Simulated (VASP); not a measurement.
Set up this calculation in VASP 6.6.1, as the native input.

* Task: single point
* Functional: PBE
* Potentials or basis: VASP PAW PBE potentials, release 64 (Cu, Au)
* Cutoff: 600 eV
* k mesh: 6 × 6 × 6
* Occupations: gaussian, width 0.1 eV
* Spin: no spin polarisation
* Dipole correction: no
* Further INCAR settings: ALGO = Normal; EDIFF = 1e-06; NBANDS = 18

The structure of CuAu lies in POSCAR:

```
CuAu
1.0
    2.8507022900      0.0000000000      0.0000000000
    0.0000000000      2.8507022900      0.0000000000
    0.0000000000      0.0000000000      3.5816087700
Cu Au
1 1
Direct
    0.5000000000      0.5000000000      0.5000000000
    0.0000000000      0.0000000000      0.0000000000
```

These files were run (other wordings do the same):

INCAR

```
PREC = Accurate
ENCUT = 600
EDIFF = 1E-6
ISMEAR = 0
SIGMA = 0.1
LREAL = False
LASPH = True
NELM = 120
ALGO = Normal
ISIF = 2
LWAVE = False
LCHARG = False
GGA = PE
NBANDS = 18
GGA_COMPAT = False
```

KPOINTS

```
regular mesh
0
Gamma
  6 6 6
```

Potentials or basis: VASP PAW PBE potentials, release 64 (Cu, Au).

Launch:

```console
$ cat potpaw_PBE.64/Cu/POTCAR potpaw_PBE.64/Au/POTCAR > POTCAR
$ mpirun -np 1 vasp_std > vasp.out
```

It gave:

* Pressure: 5.1 GPa
* Band gap on the k mesh: zero (band 11 reaches 13.91 eV, above the bottom of band 12 at 6.68 eV)

Caveat: the k points lie up to 0.37 Å⁻¹ apart; spin-orbit coupling is left out, which moves the levels of the heavy elements.

Wall time 20 s on 1 thread of AMD EPYC 7R43 64-Core Processor (Zen 3), with other jobs on the host, peak memory 0.13 GiB.
